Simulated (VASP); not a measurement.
A run of VASP 6.6.1 is set up as follows.

Contents of POSCAR:

```
HfSnO4
1.0
    3.4290929406     -3.4548395925      0.0000000000
    3.4290929406      3.4548395925      0.0000000000
    0.0000000000      0.0000000000      3.2276317404
Hf Sn O
1 1 4
Direct
    0.5000000000      0.5000000000      0.5000000000
    0.0000000000      0.0000000000      0.0000000000
    0.6943534750      0.6943534750      0.0000000000
    0.8056415708      0.1943584292      0.5000000000
    0.1943584292      0.8056415708      0.5000000000
    0.3056465250      0.3056465250      0.0000000000
```

File INCAR.step1:

```
SYSTEM = HfSnO4
PREC = Accurate ; ENCUT = 520
ISMEAR = 0 ; SIGMA = 0.02
LREAL = .FALSE. ; LASPH = .TRUE.
NELM = 80 ; NBANDS = 33
GGA = PE ; ALGO = Normal
EDIFF = 1E-4 ; LWAVE = .TRUE.
LCHARG = .FALSE.
```

INCAR.step2

```
SYSTEM = HfSnO4
PREC = Accurate ; ENCUT = 520
EDIFF = 1E-6 ; ISMEAR = 0
SIGMA = 0.02 ; LREAL = .FALSE.
LASPH = .TRUE. ; NELM = 80
ALGO = Normal ; ISIF = 2
LWAVE = .FALSE. ; LCHARG = .TRUE.
METAGGA = R2SCAN ; LMIXTAU = .TRUE.
LELF = .TRUE. ; LVHAR = .TRUE.
NBANDS = 33 ; ISTART = 1
```

Contents of KPOINTS:

```
Automatic mesh
0
G
  6 6 8
  0 0 0
```

Potentials or basis: VASP PAW PBE potentials, release 64 (Hf_pv, Sn_d, O).

Launch:

```console
$ cat potpaw_PBE.64/Hf_pv/POTCAR potpaw_PBE.64/Sn_d/POTCAR potpaw_PBE.64/O/POTCAR > POTCAR
$ cp INCAR.step1 INCAR
$ mpirun -np 1 vasp_std > vasp.out
$ cp INCAR.step2 INCAR
$ mpirun -np 1 vasp_std > vasp.out
```

**Question.** Predict the largest force.

**Answer.** 0.146 eV/Å.

**Question.** Predict the band gap on the k mesh.

**Answer.** 2.77 eV.

**Question.** What does it give for the pressure?

**Answer.** -7.4 GPa.

Forces in eV/Å, atoms in the order of the input:
```
Hf   0.000  0.000  0.000
Sn   0.000  0.000  0.000
O   -0.146  0.000  0.000
O    0.000  0.022  0.000
O    0.000 -0.022  0.000
O    0.146  0.000  0.000
```

Caveat: the cell stands under tension; the PAW data sets were made with another functional, which shifts forces and pressure a little; spin-orbit coupling is left out, which moves the levels of the heavy elements. A k mesh can miss the band edges.
